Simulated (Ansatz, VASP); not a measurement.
**Two plane-wave programs on MgZr2N**

```
Mg Zr N
1.0
     2.69437    1.55560    3.48948
    -2.69437    1.55560    3.48948
     0.00000   -3.11119    3.48948
Mg Zr N
1 2 1
Direct
  0.50000 0.50000 0.50000
  0.81370 0.81370 0.81370
  0.18630 0.18630 0.18630
  0.00000 0.00000 0.00000
```

Alike in both runs: functional PBE; k mesh 12 × 12 × 12; occupations gaussian, width 0.1 eV; no spin polarisation.

Ansatz relaxed the structure, and its values are those at the end. VASP's run is a single point on that final structure, the one shown.

|  | VASP | Ansatz |
| --- | --- | --- |
| version | VASP 6.6.1 | Ansatz 0.2.0 |
| potentials or method | VASP PAW PBE potentials, release 64 (Mg, Zr_sv, N), cutoff 520 eV | scalar-relativistic, plane waves, PAW |
| valence electrons in the cell | 31 | 39 |

Ansatz gave:

```
gap on the k mesh at the Fermi level (eV) : none
pressure (GPa)                            : 0.0
rms of the force components (eV/Å)        : 0.001
```

Q: Estimate VASP's values.

A: gap on the k mesh at the Fermi level (eV): none; pressure (GPa): 0.1; rms of the force components (eV/Å): 0.017.

A gap of «none» marks a metal or a gap that the smearing closes. VASP's potentials hold 31 valence electrons a cell and Ansatz's 39, so a difference there can come from the potentials and not from the codes.
